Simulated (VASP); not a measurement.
LiMg3, 4 atoms in the cell. Symmetry: I4/mmm, No. 139, tetragonal system. Conventional cell: a = 4.546 Å, b = 4.546 Å, c = 8.484 Å, α = 90.00°, β = 90.00°, γ = 90.00°. Li (site symmetry 4/mmm) has 14 Mg at 3.11 to 4.24 Å within 4.3 Å. Within 4.3 Å of Mg (site symmetry 4/mmm) lie 8 Mg at 3.11 Å and 6 Li at 3.21 to 4.24 Å. Within 4.3 Å of Mg (site symmetry -4m2) lie 4 Li at 3.11 Å and 10 Mg at 3.11 to 4.24 Å. 

```yaml
Program: VASP 6.6.1
Task: single point
Functional: PBEsol
Potentials_or_basis: VASP PAW PBE potentials, release 64 (Li_sv, Mg)
Cutoff: 520 eV
k_mesh: 7 × 7 × 7
Occupations: methfessel-paxton, width 0.05 eV
Spin: no spin polarisation
Dipole_correction: no
Further_INCAR_settings: ALGO = Normal; EDIFF = 1e-07; NBANDS = 12
```

Potentials or basis: VASP PAW PBE potentials, release 64 (Li_sv, Mg).

The run is started by

```bash
$ cat potpaw_PBE.64/Li_sv/POTCAR potpaw_PBE.64/Mg/POTCAR > POTCAR
$ mpirun -np 1 vasp_std > vasp.out
```

Hardware: 1 thread of Intel Xeon 8259CL (shared host).

How long does it take, and how much memory?

Run time: 71 s on 1 thread of Intel Xeon 8259CL, on a shared host, peak memory 0.25 GiB. Counts: scf iterations 11, k points 40.
